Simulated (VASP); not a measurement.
Here is a VASP 6.6.1 calculation.

Contents of INCAR:

```
SYSTEM = Sn4F
PREC     = Accurate       ! precision mode
ENCUT    = 520            ! plane-wave cutoff, eV
EDIFF    = 1E-6           ! SCF threshold, eV
ISMEAR   = 0              ! smearing method
SIGMA    = 0.1            ! smearing width, eV
LREAL    = .False.        ! projectors in reciprocal space
LASPH    = .True.         ! aspherical terms in the spheres
NELM     = 80             ! most SCF steps
ALGO     = Normal         ! electronic algorithm
ISIF     = 2              ! what is computed and relaxed
LWAVE    = .False.        ! write WAVECAR
LCHARG   = .False.        ! write CHGCAR
GGA      = PE             ! functional
NBANDS   = 40             ! bands
```

KPOINTS

```
regular mesh
0
Gamma
  8 8 8
  0 0 0
```

File POSCAR:

```
Sn4F
1.0
   -3.1874165879      3.1874165879      3.1874165879
    3.1874165879     -3.1874165879      3.1874165879
    3.1874165879      3.1874165879     -3.1874165879
Sn F
4 1
Direct
    0.0000000000      0.0000000000      0.5000000000
    0.5000000000      0.0000000000      0.0000000000
    0.0000000000      0.5000000000      0.0000000000
    0.5000000000      0.5000000000      0.5000000000
    0.0000000000      0.0000000000      0.0000000000
```

Potentials or basis: VASP PAW PBE potentials, release 64 (Sn_d, F).

Run with:

```bash
$ cat potpaw_PBE.64/Sn_d/POTCAR potpaw_PBE.64/F/POTCAR > POTCAR
$ mpirun -np 1 vasp_std > vasp.out
```

(1) What does it give for the band gap on the k mesh?

(2) Estimate the pressure.

## Answers

(1) zero (an odd number of electrons rules out a gap without spin polarisation).

(2) -0.1 GPa.

Caveat: spin-orbit coupling is left out, which moves the levels of the heavy elements.
